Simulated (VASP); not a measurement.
Crystal: Zn3B.

```
CELL_PARAMETERS angstrom
3.73617 0.00000 0.00000
0.00000 3.73617 0.00000
0.00000 0.00000 3.73617
ATOMIC_POSITIONS crystal
Zn 0.00000 0.50000 0.50000
Zn 0.50000 0.00000 0.50000
Zn 0.50000 0.50000 0.00000
B 0.00000 0.00000 0.00000
```

| Property | Result |
| --- | --- |
| Program | VASP 6.6.1 |
| Task | relaxation of cell and atoms |
| Functional | PBE |
| Potentials or basis | VASP PAW PBE potentials, release 64 (Zn, B) |
| Cutoff | 600 eV |
| k mesh | 12 × 12 × 12 |
| Occupations | gaussian, width 0.1 eV |
| Spin | no spin polarisation |

At the start: pressure -2.1 GPa; volume 13.04 Å³/atom.

Question: How do energy, volume and symmetry change on relaxing?

Answer: Over 3 steps the energy falls by 2.0 meV/atom and the volume is 12.74 Å³/atom (-2.3 %); space group Pm-3m (No. 221, to 0.05 Å).

The path:
| step | energy change (eV) | largest force (eV/Å) | pressure (GPa) | volume (Å³) |
| --- | --- | --- | --- | --- |
| 1 | 0.0000 | 0.0000 | -2.11 | 52.15 |
| 2 | -0.0080 | 0.0000 | 0.20 | 50.87 |
| 3 | -0.0081 | 0.0000 | 0.00 | 50.97 |

Final structure:
```
CELL_PARAMETERS angstrom
3.70765 0.00000 0.00000
0.00000 3.70765 0.00000
0.00000 0.00000 3.70765
ATOMIC_POSITIONS crystal
Zn 0.00000 0.50000 0.50000
Zn 0.50000 0.00000 0.50000
Zn 0.50000 0.50000 0.00000
B 0.00000 0.00000 0.00000
```
